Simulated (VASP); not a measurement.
# Pb (Fm-3m) in VASP: notebook

The runs below take Pb through single point, relaxation of cell and atoms, with PBE, PBE+D3(BJ), RPBE+D3(BJ).

Everything below comes from runs of VASP 6.6.1. Logs are shortened: lines on timing, memory, paths and dates and some standing lists are left out, and cuts for length are marked.

### Step 1. The cell of the first run

It takes space group Fm-3m (No. 225, cubic). The conventional cell has a = 4.950 Å, b = 4.950 Å, c = 4.950 Å, α = 90.00°, β = 90.00°, γ = 90.00°. Within 4.6 Å of Pb (site symmetry m-3m) lie 12 Pb at 3.50 Å.

### Step 2. Single point, PBE

File INCAR:

```
ALGO     = Normal         # electronic algorithm
EDIFF    = 1E-6           # SCF threshold, eV
ENCUT    = 520            # plane-wave cutoff, eV
GGA      = PE             # functional
ISIF     = 2              # what is computed and relaxed
ISMEAR   = 0              # smearing method
LASPH    = True           # aspherical terms in the spheres
LCHARG   = False          # write CHGCAR
LREAL    = False          # projectors in reciprocal space
LWAVE    = False          # write WAVECAR
NBANDS   = 13             # bands
NELM     = 100            # most SCF steps
PREC     = Accurate       # precision mode
SIGMA    = 0.026000000000000002 # smearing width, eV
```

File KPOINTS:

```
k-points
0
Gamma
  9 9 9
```

File POSCAR:

```
Pb
1.0
    0.0000000000      2.4750200000      2.4750200000
    2.4750200000      0.0000000000      2.4750200000
    2.4750200000      2.4750200000      0.0000000000
Pb
1
Direct
    0.0000000000      0.0000000000      0.0000000000
```

Potentials or basis: VASP PAW PBE potentials, release 64 (Pb_d).

Command:

```console
$ cat potpaw_PBE.64/Pb_d/POTCAR > POTCAR
$ mpirun -np 1 vasp_std > vasp.out
```

OUTCAR:

```text
EDIFF = 1E-6
   ENCUT = 520
   GGA = PE
   ISIF = 2
   ISMEAR = 0
   LASPH = True
   LREAL = False
   NELM = 100
   PREC = Accurate

 ion  position               nearest neighbor table
   1  0.000  0.000  0.000-

  LATTYP: Found a face centered cubic cell.
 ALAT       =     4.9500400000

  Lattice vectors:

 A1 = (   0.0000000000,   2.4750200000,   2.4750200000)
 A2 = (   2.4750200000,   0.0000000000,   2.4750200000)
 A3 = (   2.4750200000,   2.4750200000,   0.0000000000)

Analysis of symmetry for initial positions (statically):
[... 5 lines left out ...]
 face centered cubic supercell.

 Subroutine GETGRP returns: Found 48 space group operations
 (whereof 48 operations were pure point group operations)
 out of a pool of 48 trial point group operations.

The static configuration has the point symmetry O_h .

Analysis of symmetry for dynamics (positions and initial velocities):
[... 5 lines left out ...]
 face centered cubic supercell.

 Subroutine GETGRP returns: Found 48 space group operations
 (whereof 48 operations were pure point group operations)
 out of a pool of 48 trial point group operations.

The dynamic configuration has the point symmetry O_h .

 Subroutine INISYM returns: Found 48 space group operations
 (whereof 48 operations are pure point group operations),
 and found     1 'primitive' translations

----------------------------------------------------------------------------------------

                                     Primitive cell

  volume of cell :      30.3226

  direct lattice vectors                    reciprocal lattice vectors
     0.000000000  2.475020000  2.475020000    -0.202018570  0.202018570  0.202018570
     2.475020000  0.000000000  2.475020000     0.202018570 -0.202018570  0.202018570
     2.475020000  2.475020000  0.000000000     0.202018570  0.202018570 -0.202018570

  length of vectors
     3.500206851  3.500206851  3.500206851     0.349906427  0.349906427  0.349906427

  position of ions in fractional coordinates (direct lattice)
     0.000000000  0.000000000  0.000000000

  ion indices of the primitive-cell ions
   primitive index   ion index
                 1           1

----------------------------------------------------------------------------------------

 KPOINTS: k-points

Automatic generation of k-mesh.
 Grid dimensions read from file:
 generate k-points for:    9    9    9

 Generating k-lattice:

  Cartesian coordinates                     Fractional coordinates (reciprocal lattice)
    -0.022446508  0.022446508  0.022446508     0.111111111  0.000000000  0.000000000
     0.022446508 -0.022446508  0.022446508     0.000000000  0.111111111  0.000000000
     0.022446508  0.022446508 -0.022446508     0.000000000  0.000000000  0.111111111

  Length of vectors
     0.038878492  0.038878492  0.038878492

  Shift w.r.t. Gamma in fractional coordinates (k-lattice)
     0.000000000  0.000000000  0.000000000

 Subroutine IBZKPT returns following result:
 ===========================================

 Found     35 irreducible k-points:

 Following reciprocal coordinates:
            Coordinates               Weight
  0.000000  0.000000  0.000000      1.000000
  0.111111  0.000000  0.000000      8.000000
  0.222222  0.000000  0.000000      8.000000
  0.333333  0.000000  0.000000      8.000000
  0.444444  0.000000  0.000000      8.000000
  0.111111  0.111111  0.000000      6.000000
[... 16 lines left out ...]
 -0.333333  0.333333  0.000000     12.000000
  0.444444  0.444444  0.000000      6.000000
 [... further k-points ...]
   k-points           NKPTS =     35   k-points in BZ     NKDIM =     35   number of bands    NBANDS=     13
   number of dos      NEDOS =    301   number of ions     NIONS =      1
   total plane-waves  NPLWV =  21952
   dimension x,y,z NGX =    28 NGY =   28 NGZ =   28
   dimension x,y,z NGXF=    56 NGYF=   56 NGZF=   56
   ions per type =               1
   NGX,Y,Z   is equivalent  to a cutoff of  13.30, 13.30, 13.30 a.u.
   NGXF,Y,Z  is equivalent  to a cutoff of  26.60, 26.60, 26.60 a.u.
 SYSTEM =  unknown system
   PREC   = accura    normal or accurate (medium, high low for compatibility)
   ISTART =      0    job   : 0-new  1-cont  2-samecut
   ICHARG =      2    charge: 1-file 2-atom 10-const
   ISPIN  =      1    spin polarized calculation?
   LNONCOLLINEAR =      F non collinear calculations
   LSORBIT =      F    spin-orbit coupling
   LASPH  =      T    aspherical Exc in radial PAW
   ENCUT  =  520.0 eV  38.22 Ry    6.18 a.u.   6.51  6.51  6.51*2*pi/ulx,y,z
   NELM   =    100;   NELMIN=  2; NELMDL= -5     # of ELM steps
   EDIFF  = 0.1E-05   stopping-criterion for ELM
   LREAL  =      F    real-space projection
   EDIFFG = 0.1E-04   stopping-criterion for IOM
   NSW    =      0    number of steps for IOM
   IBRION =     -1    ionic relax: 0-MD 1-quasi-New 2-CG
   NFREE  =      0    steps in history (QN), initial steepest desc. (CG)
   ISIF   =      2    stress and relaxation
   ISYM   =      2    0-nonsym 1-usesym 2-fastsym
   POTIM  = 0.5000    time-step for ionic-motion
   TEBEG  =    0.0;   TEEND  =   0.0 temperature during run
   PSTRESS=    0.0 pullay stress
   NELECT =      14.0000    total number of electrons
   NUPDOWN=      -1.0000    fix difference up-down
   EMIN   =  10.00;   EMAX   =-10.00  energy-range for DOS
   EFERMI =   0.00;   METHOD = LEGACY
   ISMEAR =     0;   SIGMA  =   0.03  broadening in eV -4-tet -1-fermi 0-gaus
   EFERMI_NEDOS =   21; number of points for ismear=-14 and -15
   IALGO  =     38    algorithm
   IMIX   =      4    mixing-type and parameters
     AMIX     =   0.40;   BMIX     =  1.00
     AMIX_MAG =   1.60;   BMIX_MAG =  1.00
  volume/ion in A,a.u.               =      30.32       204.63
  Fermi-wavevector in a.u.,A,eV,Ry     =   1.265306  2.391081 21.782907  1.600999
  Thomas-Fermi vector in A             =   2.398566
   LORBIT       =      0    0 simple, 1 ext, 2 COOP (PROOUT), +10 PAW based schemes
   GGA     = PE    functional components
   LHFCALC =     F    Hartree Fock is set to
   AEXX    =    0.0000 exact exchange contribution
   IVDW    =     0    specifies the selected vdW correction
   LEPSILON=     F    determine dielectric tensor
   LRPA    =     F    only Hartree local field effects (RPA)
 non-spin polarized calculation
 Gauss-broadening in eV      SIGMA  =   0.03
  energy-cutoff  :      520.00
  volume of cell :       30.32
 maximum number of plane-waves:       869
 NGX is ok and might be reduce to    28
   NGX = 13   NGY = 13   NGZ = 13

 number of electron      13.9999999 magnetization

 Free energy of the ion-electron system (eV)
  ---------------------------------------------------
  ext. energy  EPLUGINS =         0.00000000
  ---------------------------------------------------
  free energy    TOTEN  =        -3.56834438 eV

  energy without entropy =       -3.56786409  energy(sigma->0) =       -3.56810423

 E-fermi :   7.1444     XC(G=0): -10.1860

 val. band max:        6.9152789988   @ k =  -0.3333   0.3333   0.1111
 cond. band min:       7.1463347823   @ k =  -0.2222   0.3333   0.1111
 fundamental gap:      0.2310557836
 Fermi energy:         7.1444111197

 k-point     1 :       0.0000    0.0000    0.0000
  band No.  band energies     occupation
      1      -9.7946      2.00000
      2      -9.7946      2.00000
      3      -9.7946      2.00000
      4      -9.6545      2.00000
      5      -9.6545      2.00000
      6      -4.4738      2.00000
      7      14.6989      0.00000
      8      14.6989      0.00000
      9      14.6989      0.00000
     10      17.0446      0.00000
     11      18.6199      0.00000
     12      19.7651      0.00000
     13      19.7651      0.00000

 k-point     2 :       0.1111    0.0000    0.0000
  band No.  band energies     occupation
      1      -9.7952      2.00000
      2      -9.7782      2.00000
      3      -9.7782      2.00000
      4      -9.6545      2.00000
      5      -9.6545      2.00000
      6      -4.2360      2.00000
      7      12.3296      0.00000
      8      14.4167      0.00000
      9      14.4167      0.00000
     10      16.6520      0.00000
     11      19.5951      0.00000
     12      20.2688      0.00000
     13      20.2688      0.00000

 k-point     3 :       0.2222    0.0000    0.0000
  band No.  band energies     occupation
      1      -9.8003      2.00000
      2      -9.7587      2.00000
      3      -9.7587      2.00000
      4      -9.6319      2.00000
      5      -9.6319      2.00000
      6      -3.5244      2.00000
      7       8.8628      0.00000
      8      13.8173      0.00000
      9      13.8173      0.00000
     10      16.3081      0.00000
     11      19.1405      0.00000
     12      19.8939      0.00000
     13      19.8939      0.00000

 k-point     4 :       0.3333    0.0000    0.0000
  band No.  band energies     occupation
      1      -9.8117      2.00000
      2      -9.7682      2.00000
      3      -9.7682      2.00000
      4      -9.5731      2.00000
      5      -9.5731      2.00000
      6      -2.3829      2.00000
      7       5.7473      2.00000
      8      13.2446      0.00000
      9      13.2446      0.00000
     10      16.2137      0.00000
     11      17.8420      0.00000
     12      18.9979      0.00000
     13      18.9979      0.00000

 k-point     5 :       0.4444    0.0000    0.0000
  band No.  band energies     occupation
      1      -9.8218      2.00000
      2      -9.7815      2.00000
      3      -9.7815      2.00000
      4      -9.5267      2.00000
      5      -9.5267      2.00000
      6      -1.1187      2.00000
      7       3.4731      2.00000
      8      12.9063      0.00000
      9      12.9063      0.00000
     10      16.3942      0.00000
     11      16.9611      0.00000
     12      18.5419      0.00000
     13      18.5419      0.00000
[... 257 lines left out ...]
 k-point    22 :      -0.4444    0.3333    0.0000
  band No.  band energies     occupation
      1      -9.8859      2.00000
      2      -9.7840      2.00000
      3      -9.5947      2.00000
      4      -9.5741      2.00000
      5      -9.5140      2.00000
      6       0.2594      2.00000
      7       4.8449      2.00000
      8       6.8336      2.00000
      9      10.1594      0.00000
     10      13.7026      0.00000
     11      17.9154      0.00000
     12      23.3978      0.00000
     13      23.5267      0.00000

 k-point    23 :      -0.3333    0.3333    0.0000
  band No.  band energies     occupation
      1      -9.8495      2.00000
      2      -9.6917      2.00000
      3      -9.6449      2.00000
      4      -9.6224      2.00000
      5      -9.5582      2.00000
      6       0.1130      2.00000
      7       5.4671      2.00000
      8       5.7369      2.00000
      9      10.9410      0.00000
     10      14.1950      0.00000
     11      21.0316      0.00000
     12      22.6564      0.00000
     13      22.6781      0.00000

 k-point    24 :       0.4444    0.4444    0.0000
  band No.  band energies     occupation
      1      -9.9529      2.00000
      2      -9.8611      2.00000
      3      -9.5347      2.00000
      4      -9.4959      2.00000
      5      -9.4959      2.00000
      6       0.1218      2.00000
      7       4.5682      2.00000
      8       9.4311      0.00000
      9       9.4311      0.00000
     10      12.7575      0.00000
     11      13.9743      0.00000
     12      25.5436      0.00000
     13      27.2385      0.00000

 [... further k-points ...]
[... 5 lines left out ...]
  --------------------------------------------------------------------------------------
  -------------------------------------------------------------------------------------
  Total        0.4136324      0.4136324      0.4136324     -0.0000000      0.0000000      0.0000000
  in kB       21.8554145     21.8554145     21.8554145     -0.0000000      0.0000000      0.0000000
  external PRESSURE =      21.8554145 kB  Pullay stress =       0.0000000 kB

 VOLUME and BASIS-vectors are now :
 -----------------------------------------------------------------------------
  energy-cutoff  :      520.00
  volume of cell :       30.32
      direct lattice vectors                 reciprocal lattice vectors
     0.000000000  2.475020000  2.475020000    -0.202018570  0.202018570  0.202018570
     2.475020000  0.000000000  2.475020000     0.202018570 -0.202018570  0.202018570
     2.475020000  2.475020000  0.000000000     0.202018570  0.202018570 -0.202018570

 POSITION                                       TOTAL-FORCE (eV/Angst)
 -----------------------------------------------------------------------------------
      0.00000      0.00000      0.00000         0.000000     -0.000000      0.000000
 -----------------------------------------------------------------------------------
    total drift:                               -0.000000     -0.000000     -0.000000

  FREE ENERGIE OF THE ION-ELECTRON SYSTEM (eV)
  ---------------------------------------------------
  free  energy   TOTEN  =        -3.5683443800 eV

  energy  without entropy=       -3.5678640887  energy(sigma->0) =       -3.56810423
```

It took 7.6 s on 1 thread of AMD EPYC 9R45 (Zen 5), shared host; peak memory 0.13 GiB.

Results:

```yaml
Free_energy: -3.5683 eV
Pressure: 2.2 GPa
Band_gap_on_the_k_mesh: zero (band 7 reaches 14.70 eV, above the bottom of band 8 at 5.74 eV)
```

Caveat: spin-orbit coupling is left out, which moves the levels of the heavy elements.

### Step 3. Single point, PBE

File INCAR:

```
SYSTEM = Pb
ALGO = Fast
EDIFF = 1E-7
ENCUT = 520
GGA = PE
ISIF = 2
ISMEAR = 0
LASPH = .True.
LCHARG = .False.
LREAL = .False.
LWAVE = .False.
NBANDS = 13
NELM = 100
PREC = Accurate
SIGMA = 0.023
```

File KPOINTS:

```
k-points
0
Gamma
  9 9 9
  0 0 0
```

POSCAR is that of step 2.

Potentials or basis: VASP PAW PBE potentials, release 64 (Pb_d).

Command:

```console
$ cat potpaw_PBE.64/Pb_d/POTCAR > POTCAR
$ mpirun -np 1 vasp_std > vasp.out
```

OUTCAR:

```text
SYSTEM = Pb
   EDIFF = 1E-7
   ENCUT = 520
   GGA = PE
   ISIF = 2
   ISMEAR = 0
   LASPH = .True.
   LREAL = .False.
   NELM = 100
   PREC = Accurate

 ion  position               nearest neighbor table
   1  0.000  0.000  0.000-

  LATTYP: Found a face centered cubic cell.
 ALAT       =     4.9500400000

  Lattice vectors:

 A1 = (   0.0000000000,   2.4750200000,   2.4750200000)
 A2 = (   2.4750200000,   0.0000000000,   2.4750200000)
 A3 = (   2.4750200000,   2.4750200000,   0.0000000000)
[... 555 lines left out ...]
      4      -9.4963      2.00000
      5      -9.4963      2.00000
      6       0.1217      2.00000
      7       4.5682      2.00000
      8       9.4310      0.00000
      9       9.4310      0.00000
     10      12.7574      0.00000
     11      13.9742      0.00000
     12      25.5437      0.00000
     13      27.2444      0.00000

 [... further k-points ...]
[... 5 lines left out ...]
  --------------------------------------------------------------------------------------
  -------------------------------------------------------------------------------------
  Total        0.4195478      0.4195478      0.4195478      0.0000000     -0.0000000      0.0000000
  in kB       22.1679686     22.1679686     22.1679686      0.0000000     -0.0000000      0.0000000
  external PRESSURE =      22.1679686 kB  Pullay stress =       0.0000000 kB

 VOLUME and BASIS-vectors are now :
 -----------------------------------------------------------------------------
  energy-cutoff  :      520.00
  volume of cell :       30.32
      direct lattice vectors                 reciprocal lattice vectors
     0.000000000  2.475020000  2.475020000    -0.202018570  0.202018570  0.202018570
     2.475020000  0.000000000  2.475020000     0.202018570 -0.202018570  0.202018570
     2.475020000  2.475020000  0.000000000     0.202018570  0.202018570 -0.202018570

 POSITION                                       TOTAL-FORCE (eV/Angst)
 -----------------------------------------------------------------------------------
      0.00000      0.00000      0.00000         0.000000     -0.000000      0.000000
 -----------------------------------------------------------------------------------
    total drift:                               -0.000000      0.000000      0.000000

  FREE ENERGIE OF THE ION-ELECTRON SYSTEM (eV)
  ---------------------------------------------------
  free  energy   TOTEN  =        -3.5682883204 eV

  energy  without entropy=       -3.5678634473  energy(sigma->0) =       -3.56807588
```

OSZICAR:

```text
N       E                     dE             d eps       ncg     rms          rms(c)
DAV:   1     0.108023066950E+03    0.10802E+03   -0.70833E+03   930   0.126E+03
DAV:   2     0.142082931077E+01   -0.10660E+03   -0.10309E+03   950   0.313E+02
DAV:   3    -0.346214397676E+01   -0.48830E+01   -0.48598E+01  1148   0.719E+01
DAV:   4    -0.357471985542E+01   -0.11258E+00   -0.11255E+00  1134   0.118E+01
DAV:   5    -0.357998760008E+01   -0.52677E-02   -0.52675E-02  1265   0.235E+00    0.527E-01
RMM:   6    -0.357046699319E+01    0.95206E-02   -0.10608E-02  1085   0.150E+00    0.268E-01
RMM:   7    -0.356819443673E+01    0.22726E-02   -0.70009E-03  1099   0.965E-01    0.890E-02
RMM:   8    -0.356823621795E+01   -0.41781E-04   -0.15596E-03  1257   0.589E-01    0.143E-02
RMM:   9    -0.356828047585E+01   -0.44258E-04   -0.46652E-04  1396   0.224E-01    0.148E-02
RMM:  10    -0.356828455325E+01   -0.40774E-05   -0.12824E-04  1193   0.196E-01    0.629E-03
RMM:  11    -0.356828800889E+01   -0.34556E-05   -0.63488E-05  1450   0.824E-02    0.230E-03
RMM:  12    -0.356828901753E+01   -0.10086E-05   -0.10402E-05  1297   0.333E-02    0.233E-03
RMM:  13    -0.356828927451E+01   -0.25698E-06   -0.16662E-06  1152   0.124E-02    0.236E-03
RMM:  14    -0.356828876563E+01    0.50888E-06   -0.31142E-07   945   0.785E-03    0.284E-03
RMM:  15    -0.356828841724E+01    0.34839E-06   -0.22348E-07   833   0.855E-03    0.204E-03
RMM:  16    -0.356828832043E+01    0.96808E-07   -0.63089E-08   670   0.399E-03
   1 F= -.35682883E+01 E0= -.35680759E+01  d E =-.424873E-03
```

Run time: 13 s. Hardware: 1 thread of AMD EPYC 9R45 (Zen 5), shared host; peak memory 0.12 GiB.

Results:

```yaml
Free_energy: -3.5683 eV
Pressure: 2.2 GPa
Band_gap_on_the_k_mesh: zero (band 7 reaches 14.70 eV, above the bottom of band 8 at 5.74 eV)
```

Levels at points of the mesh, in eV from the Fermi level:
```tsv
k point	band 5	band 6	band 7	band 8	band 9	band 10
(0.00, 0.00, 0.00)	-16.80	-11.62	7.55	7.55	7.55	9.90
```

Caveat: spin-orbit coupling is left out, which moves the levels of the heavy elements.

### Step 4. Single point, PBE+D3(BJ)

File INCAR:

```
  PREC = Accurate
  ENCUT = 520
  EDIFF = 1E-6
  ISMEAR = -1
  SIGMA = 0.05
  LREAL = F
  LASPH = T
  NELM = 100
  ALGO = Normal
  ISIF = 2
  LWAVE = F
  LCHARG = F
  GGA = PE
  IVDW = 12
  NBANDS = 13
```

File KPOINTS:

```
regular mesh
0
Gamma
  9 9 9
```

File POSCAR:

```
Pb
1.0
    0.0000000000      2.4763022110      2.4763022110
    2.4763022110      0.0000000000      2.4763022110
    2.4763022110      2.4763022110      0.0000000000
Pb
1
Direct
    0.0000000000      0.0000000000      0.0000000000
```

Command:

```console
$ cat potpaw_PBE.64/Pb_d/POTCAR > POTCAR
$ mpirun -np 1 vasp_std > vasp.out
```

Run time: 7.9 s. Hardware: 1 thread of AMD EPYC 9R45 (Zen 5), shared host; peak memory 0.14 GiB.

The run converged. Its results:

- Free energy: -3.9800 eV
- Pressure: -0.1 GPa
- Band gap on the k mesh: zero (band 7 reaches 14.67 eV, above the bottom of band 8 at 5.72 eV)
- Dispersion energy per atom: -0.409 eV

Levels at points of the mesh, in eV from the Fermi level:
```csv
k point,band 3,band 4,band 5,band 6,band 7,band 8,band 9,band 10,band 11,band 12
"(0.00, 0.00, 0.00)",-16.93,-16.79,-16.79,-11.60,7.55,7.55,7.55,9.90,11.46,12.61
```

Caveat: spin-orbit coupling is left out, which moves the levels of the heavy elements; pairwise dispersion overbinds metals, which lowers pressure and volume.

(Part 1 of 2 ends here.)
